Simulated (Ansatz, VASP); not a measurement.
## Two plane-wave programs on SrC8

File INCAR:

```
SYSTEM = SrC8
ALGO     = Normal         ! electronic algorithm
EDIFF    = 1E-6           ! SCF threshold, eV
ENCUT    = 520            ! plane-wave cutoff, eV
GGA      = PE             ! functional
ISIF     = 2              ! what is computed and relaxed
ISMEAR   = 0              ! smearing method
LASPH    = .TRUE.         ! aspherical terms in the spheres
LCHARG   = .FALSE.        ! write CHGCAR
LREAL    = .FALSE.        ! projectors in reciprocal space
LWAVE    = .FALSE.        ! write WAVECAR
NBANDS   = 31             ! bands
NELM     = 80             ! most SCF steps
PREC     = Accurate       ! precision mode
SIGMA    = 0.1            ! smearing width, eV
```

The input KPOINTS:

```
k-points
0
G
  6 6 4
  0 0 0
```

File POSCAR:

```
SrC8
1.0
    4.7057474600      0.0000000000      0.0000000000
   -2.3528737300      4.0752968400      0.0000000000
    0.0000000000      0.0000000000      5.7389392700
Sr C
1 8
Direct
    0.0000000000      0.0000000000      0.5000000000
    0.1664700200      0.3329400400      0.0000000000
    0.8335299800      0.1664700200      0.0000000000
    0.3329400400      0.1664700200      0.0000000000
    0.6670599600      0.8335299800      0.0000000000
    0.1664700200      0.8335299800      0.0000000000
    0.8335299800      0.6670599600      0.0000000000
    0.3333333300      0.6666666700      0.0000000000
    0.6666666700      0.3333333300      0.0000000000
```

Input for Ansatz:

```yaml
crystal:
  lattice:
    - [4.70574746, 0.0, 0.0]
    - [-2.35287373, 4.07529684, 0.0]
    - [0.0, 0.0, 5.73893927]
  atoms:
    - { symbol: Sr, position: [0.0, 0.0, 0.5] }
    - { symbol: C, position: [0.16647002, 0.33294004, 0.0] }
    - { symbol: C, position: [0.83352998, 0.16647002, 0.0] }
    - { symbol: C, position: [0.33294004, 0.16647002, 0.0] }
    - { symbol: C, position: [0.66705996, 0.83352998, 0.0] }
    - { symbol: C, position: [0.16647002, 0.83352998, 0.0] }
    - { symbol: C, position: [0.83352998, 0.66705996, 0.0] }
    - { symbol: C, position: [0.33333333, 0.66666667, 0.0] }
    - { symbol: C, position: [0.66666667, 0.33333333, 0.0] }
basis:
  ecutwfc: 420
kpoints:
  mp_grid: { grid: [6, 6, 4] }
hamiltonian:
  xc: pbe
scf:
  occupations: { method: gaussian, width: 0.1 }
  lower_state_search: "off"
output:
  forces: true
  stress: true
  eigenvalues: true
```

Change from the starting cell: species swapped into the CsC8 type (P6/mmm, No. 191).

Alike in both runs: task single point; functional PBE; k mesh 6 × 6 × 4; occupations gaussian, width 0.1 eV; no spin polarisation.

|  | VASP | Ansatz |
| --- | --- | --- |
| version | VASP 6.6.1 | Ansatz 0.2.0 |
| potentials or method | VASP PAW PBE potentials, release 64 (Sr_sv, C), cutoff 520 eV | scalar-relativistic, plane waves, PAW |
| valence electrons in the cell | 42 | 42 |

Ansatz gave:

- gap on the k mesh at the Fermi level (eV): none
- rms of the force components (eV/Å): 0.131

Q: Estimate VASP's values.

A: gap on the k mesh at the Fermi level (eV): none; rms of the force components (eV/Å): 0.133.

Atom by atom the forces differ by 0.002 eV/Å (rms over components). A gap of «none» marks a metal or a gap that the smearing closes.
